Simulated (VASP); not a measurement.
BC5: single point with PBE

Crystal: BC5.

```
CELL_PARAMETERS angstrom
1.86564 -3.39818 0.00000
1.86564 3.39818 0.00000
0.00000 0.00000 7.71260
ATOMIC_POSITIONS crystal
B 0.00000 0.00000 0.50000
C 0.50000 0.50000 0.00000
C 0.16666 0.16666 0.00000
C 0.83334 0.83334 0.00000
C 0.78633 0.21367 0.50000
C 0.21367 0.78633 0.50000
```

The cell was generated, and may not be a known phase.

- Program: VASP 6.6.1
- Task: single point
- Functional: PBE
- Potentials or basis: VASP PAW PBE potentials, release 64 (B, C)
- Cutoff: 520 eV
- k mesh: 6 × 6 × 2
- Occupations: gaussian, width 0.1 eV
- Spin: collinear spin
- Starting moments: [0.0, 1.0, 1.0, 1.0, 1.0, 1.0] μB
- Dipole correction: no
- Further INCAR settings: ALGO = Normal; EDIFF = 1e-06; NBANDS = 24

```json
{
  "Pressure": "0.0 GPa",
  "Largest force": "0.009 eV/Å",
  "Net moment": "0.00 μB per cell",
  "Valence electrons inside the program's atomic spheres": "B 2.02; C 2.79, 2.24 (each value once)"
}
```

Forces on the atoms (eV/Å):
```
B    0.000  0.000  0.000
C    0.000  0.000  0.000
C    0.000  0.000  0.000
C    0.000  0.000  0.000
C    0.000  0.009  0.000
C    0.000 -0.009  0.000
```

Stress tensor (GPa, compression positive):
```
-0.24  0.00  0.00
 0.00  0.00  0.00
 0.00  0.00  0.20
```

Levels at points of the mesh, in eV from the Fermi level:
Spin up:
| k point | band 10 | band 11 | band 12 | band 13 | band 14 | band 15 |
| --- | --- | --- | --- | --- | --- | --- |
| (0.00, 0.00, 0.00) | -2.95 | -0.43 | 1.27 | 2.92 | 4.00 | 4.00 |
| (0.50, 0.00, 0.00) | -2.83 | -2.83 | -1.80 | 0.10 | 2.88 | 5.30 |
| (0.50, 0.50, 0.00) | -1.68 | -1.59 | -0.54 | 4.46 | 4.48 | 5.21 |
| (0.00, 0.00, 0.50) | -2.95 | -0.43 | 1.26 | 2.91 | 3.99 | 4.01 |
| (0.50, 0.00, 0.50) | -2.81 | -2.80 | -1.95 | 0.08 | 2.88 | 5.30 |
| (0.50, 0.50, 0.50) | -1.65 | -1.58 | -0.59 | 4.47 | 4.47 | 5.21 |
Spin down:
```
           k point  band 8  band 9  band 10  band 11  band 12  band 13  band 14  band 15  band 16  band 17
(0.00, 0.00, 0.00)   -4.01   -3.42    -2.95    -0.43     1.27     2.92     4.00     4.00     4.51     4.67
(0.50, 0.00, 0.00)   -2.94   -2.83    -2.83    -2.83    -1.80     0.10     2.88     5.30     6.01     6.24
(0.50, 0.50, 0.00)   -5.08   -1.68    -1.68    -1.59    -0.54     4.46     4.48     5.21     5.21     6.23
(0.00, 0.00, 0.50)   -4.01   -3.55    -2.95    -0.43     1.26     2.91     3.99     4.01     4.69     4.69
(0.50, 0.00, 0.50)   -2.84   -2.83    -2.81    -2.80    -1.95     0.08     2.88     5.30     6.09     6.21
(0.50, 0.50, 0.50)   -5.08   -1.68    -1.65    -1.58    -0.59     4.47     4.47     5.21     5.21     5.97
```

Wall time 74 s on 1 thread of Intel(R) Xeon(R) 6975P-C (Granite Rapids), with other jobs on the host, peak memory 0.3 GiB.

Caveat: the k points lie up to 0.41 Å⁻¹ apart; this functional lacks dispersion, which binds layers or chains, so the pressure and a relaxed spacing across them are unreliable.
